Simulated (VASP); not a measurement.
# SrTiO3 (I4/mcm) in VASP: a series of runs, part 2 of 2

VASP 6.6.1. Earlier steps stand in the parts before.

**5. Single point, LDA**

This run uses another cell than the first one, of 11.92 Å³/atom, 1.044 times its volume.

Input file INCAR:

```
  PREC = Accurate
  ENCUT = 520
  EDIFF = 1E-6
  ISMEAR = 0
  SIGMA = 0.01
  LREAL = False
  LASPH = True
  NELM = 60
  ALGO = Normal
  ISIF = 2
  LWAVE = False
  LCHARG = False
  NBANDS = 51
```

Input file KPOINTS:

```
regular mesh
0
Gamma
  6 6 6
```

Input file POSCAR:

```
SrTiO3
1.0
   -2.7589050186      2.7589050186      3.9136137928
    2.7589050186     -2.7589050186      3.9136137928
    2.7589050186      2.7589050186     -3.9136137928
Sr Ti O
2 2 6
Direct
    0.7500000000      0.2500000000      0.5000000000
    0.2500000000      0.7500000000      0.5000000000
    0.0000000000      0.0000000000      0.0000000000
    0.5000000000      0.5000000000      0.0000000000
    0.7669008901      0.2669008901      0.0338017802
    0.2669008901      0.2330991099      0.5000000000
    0.7330991099      0.7669008901      0.5000000000
    0.2330991099      0.7330991099      0.9661982198
    0.7500000000      0.7500000000      0.0000000000
    0.2500000000      0.2500000000      0.0000000000
```

Potentials or basis: VASP PAW LDA potentials, release 64 (Sr_sv, Ti_sv, O).

On the command line:

```
$ cat potpaw_LDA.64/Sr_sv/POTCAR potpaw_LDA.64/Ti_sv/POTCAR potpaw_LDA.64/O/POTCAR > POTCAR
$ mpirun -np 1 vasp_std > vasp.out
```

OUTCAR:

```text
PREC = Accurate
   ENCUT = 520
   EDIFF = 1E-6
   ISMEAR = 0
   LREAL = False
   LASPH = True
   NELM = 60
   ISIF = 2

 ion  position               nearest neighbor table
   1  0.750  0.250  0.500-   5 2.67   6 2.67   7 2.67   8 2.67   9 2.76  10 2.76   9 2.76  10 2.76
                             6 2.86   7 2.86   8 2.86   5 2.86   3 3.38   3 3.38   4 3.38   4 3.38
   2  0.250  0.750  0.500-   8 2.67   7 2.67   6 2.67   5 2.67   9 2.76  10 2.76  10 2.76   9 2.76
                             7 2.86   6 2.86   5 2.86   8 2.86   4 3.38   3 3.38   4 3.38   3 3.38
   3  0.000  0.000  0.000-   6 1.96   7 1.96   8 1.96   5 1.96  10 1.96   9 1.96   1 3.38   2 3.38
                             1 3.38   1 3.38   2 3.38   2 3.38   1 3.38   2 3.38
   4  0.500  0.500  0.000-   7 1.96   6 1.96   8 1.96   5 1.96  10 1.96   9 1.96   1 3.38   2 3.38
                             2 3.38   1 3.38   2 3.38   1 3.38   2 3.38   1 3.38
   5  0.767  0.267  0.034-   3 1.96   4 1.96   1 2.67   2 2.67   2 2.86   1 2.86
   6  0.267  0.233  0.500-   4 1.96   3 1.96   1 2.67   2 2.67   2 2.86   1 2.86
   7  0.733  0.767  0.500-   3 1.96   4 1.96   1 2.67   2 2.67   2 2.86   1 2.86
   8  0.233  0.733  0.966-   3 1.96   4 1.96   2 2.67   1 2.67   1 2.86   2 2.86
   9  0.750  0.750  0.000-   3 1.96   4 1.96   1 2.76   2 2.76   1 2.76   2 2.76
  10  0.250  0.250  0.000-   3 1.96   4 1.96   1 2.76   2 2.76   2 2.76   1 2.76

[... 215 lines left out ...]
      4     -28.6039      2.00000
      5     -28.6039      2.00000
      6     -28.5818      2.00000
[... 1285 lines left out ...]
     50      10.3121      0.00000
     51      10.6019      0.00000

 [... further k-points ...]
[... 5 lines left out ...]
  --------------------------------------------------------------------------------------
  -------------------------------------------------------------------------------------
  Total       -4.9033871     -4.9033871     -4.9568679      0.0000000     -0.0000000      0.0000000
  in kB      -65.9318568    -65.9318568    -66.6509691      0.0000000     -0.0000000      0.0000000
  external PRESSURE =     -66.1715609 kB  Pullay stress =       0.0000000 kB

 VOLUME and BASIS-vectors are now :
 -----------------------------------------------------------------------------
  energy-cutoff  :      520.00
  volume of cell :      119.15
      direct lattice vectors                 reciprocal lattice vectors
    -2.758905019  2.758905019  3.913613793     0.000000000  0.181231321  0.127759157
     2.758905019 -2.758905019  3.913613793     0.181231321  0.000000000  0.127759157
     2.758905019  2.758905019 -3.913613793     0.181231321  0.181231321  0.000000000

 POSITION                                       TOTAL-FORCE (eV/Angst)
 -----------------------------------------------------------------------------------
      0.00000      2.75891      1.95681         0.000000     -0.000000      0.000000
      2.75891      0.00000      1.95681         0.000000     -0.000000      0.000000
      0.00000      0.00000      0.00000         0.000000     -0.000000      0.000000
      0.00000      0.00000      3.91361         0.000000     -0.000000      0.000000
     -1.28620      1.47271      3.91361         0.012304      0.012304     -0.000000
      1.28620      1.47271      0.00000        -0.012304      0.012304      0.000000
      1.47271      1.28620      3.91361         0.012304     -0.012304     -0.000000
      4.04510      1.28620      0.00000        -0.012304     -0.012304      0.000000
      0.00000      0.00000      5.87042        -0.000000     -0.000000      0.000000
      0.00000      0.00000      1.95681         0.000000     -0.000000      0.000000
 -----------------------------------------------------------------------------------
    total drift:                               -0.000000     -0.000000      0.000000

  FREE ENERGIE OF THE ION-ELECTRON SYSTEM (eV)
  ---------------------------------------------------
  free  energy   TOTEN  =       -88.2858007244 eV

  energy  without entropy=      -88.2858007244  energy(sigma->0) =      -88.28580072
```

stdout:

```text
POSCAR found type information on POSCAR SrTiO
 POSCAR found :  3 types and      10 ions
 scaLAPACK will be used
 LDA part: xc-table for (Slater(with rela. corr.)+CA(PZ))
 , standard interpolation
 POSCAR, INCAR and KPOINTS ok, starting setup
 FFT: planning ... GRIDC
 FFT: planning ... GRID_SOFT
 FFT: planning ... GRID
 WAVECAR not read
 entering main loop
```

It took 2.3 min on 1 thread of Intel Xeon 6975P-C (Granite Rapids), shared host; peak memory 0.3 GiB.

Results:

- Free energy: -88.2858 eV
- Pressure: -6.6 GPa
- Largest force: 0.017 eV/Å
- Band gap on the k mesh: 1.81 eV

Forces in eV/Å, atoms in the order of the input:
```
Sr   0.000  0.000  0.000
Sr   0.000  0.000  0.000
Ti   0.000  0.000  0.000
Ti   0.000  0.000  0.000
O    0.012  0.012  0.000
O   -0.012  0.012  0.000
O    0.012 -0.012  0.000
O   -0.012 -0.012  0.000
O    0.000  0.000  0.000
O    0.000  0.000  0.000
```

A k mesh can miss the band edges.

**6. The runs side by side**

| level | potentials or basis | cell | smearing | gap on the mesh (eV) | pressure (GPa) | largest force (eV/Å) |
| --- | --- | --- | --- | --- | --- | --- |
| LDA | VASP PAW LDA potentials, release 64 (Sr_sv, Ti_sv, O) | a = 5.453 Å, angles 120.3, 120.3, 89.5°, 10 atoms | fermi-dirac 0.02 eV | 1.97 | 1.1 | - |
| PBEsol | VASP PAW PBE potentials, release 64 (Sr_sv, Ti_sv, O) | a = 5.504 Å, angles 120.2, 120.2, 89.6°, 10 atoms | fermi-dirac 0.02 eV | 1.94 | 0.7 | 0.01 |
| PBE | VASP PAW PBE potentials, release 64 (Sr_sv, Ti_sv, O) | a = 5.526 Å, angles 120.1, 120.1, 89.8°, 10 atoms | fermi-dirac 0.02 eV | 1.91 | 4.7 | 0.02 |
| LDA | VASP PAW LDA potentials, release 64 (Sr_sv, Ti_sv, O) | a = 5.526 Å, angles 120.1, 120.1, 89.8°, 10 atoms | gaussian 0.01 eV | 1.81 | -6.6 | 0.02 |

Alike in all rows: task single point; no spin polarisation; k mesh 6 × 6 × 6; cutoff (eV) 520.

Caveats: the PAW data sets were made with another functional, which shifts forces and pressure a little (some runs).

Total energies depend on the potentials used, so only differences within one code and one set of settings carry meaning.
